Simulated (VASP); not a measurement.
Write the native input for VASP 6.6.1 that does the following.

```yaml
Task: relaxation of cell and atoms
Functional: PBE
Potentials_or_basis: VASP PAW PBE potentials, release 64 (Ti_sv, Al)
Cutoff: 600 eV
k_mesh: 16 × 16 × 16
Occupations: gaussian, width 0.1 eV
Spin: no spin polarisation
Dipole_correction: no
Further_INCAR_settings: ALGO = Fast; EDIFF = 1e-06; IBRION = 2; EDIFFG = -0.01; NSW = 100; ISIF = 3
```

The structure of TiAl lies in POSCAR:

```
TiAl
1.0
    0.0000000000      3.0105148016      3.0105148016
    3.0105148016      0.0000000000      3.0105148016
    3.0105148016      3.0105148016      0.0000000000
Ti Al
1 1
Direct
    0.0000000000      0.0000000000      0.0000000000
    0.2500000000      0.2500000000      0.2500000000
```

These files were run (other wordings do the same):

INCAR

```
SYSTEM = TiAl
ALGO = Fast ; EDIFF = 1E-6
EDIFFG = -0.01 ; ENCUT = 600
GGA = PE ; IBRION = 2
ISIF = 3 ; ISMEAR = 0
LASPH = .True. ; LCHARG = .False.
LREAL = .False. ; LWAVE = .False.
NELM = 80 ; NSW = 100
PREC = Accurate ; SIGMA = 0.1
```

KPOINTS

```
k-points
0
Gamma
  16 16 16
  0 0 0
```

Potentials or basis: VASP PAW PBE potentials, release 64 (Ti_sv, Al).

Command:

```sh
$ cat potpaw_PBE.64/Ti_sv/POTCAR potpaw_PBE.64/Al/POTCAR > POTCAR
$ mpirun -np 1 vasp_std > vasp.out
```

It gave:

```yaml
Relaxed_volume: 27.35 Å³/atom
Relaxed_cell: a = 4.261 Å, b = 4.261 Å, c = 4.261 Å, α = 60.00°, β = 60.00°, γ = 60.00°
Space_group_after_relaxing_to_0.1_Å: F-43m (No. 216)
Energy_gained_by_relaxing: 0.0 meV/atom
Ionic_steps: 2
Pressure_after_relaxing: 0.0 GPa
Band_gap_on_the_k_mesh: zero (an odd number of electrons rules out a gap without spin polarisation)
```

Wall time 5.1 min on 1 thread of AMD EPYC 7R13 Processor (Zen 3), on a shared host, peak memory 0.27 GiB.
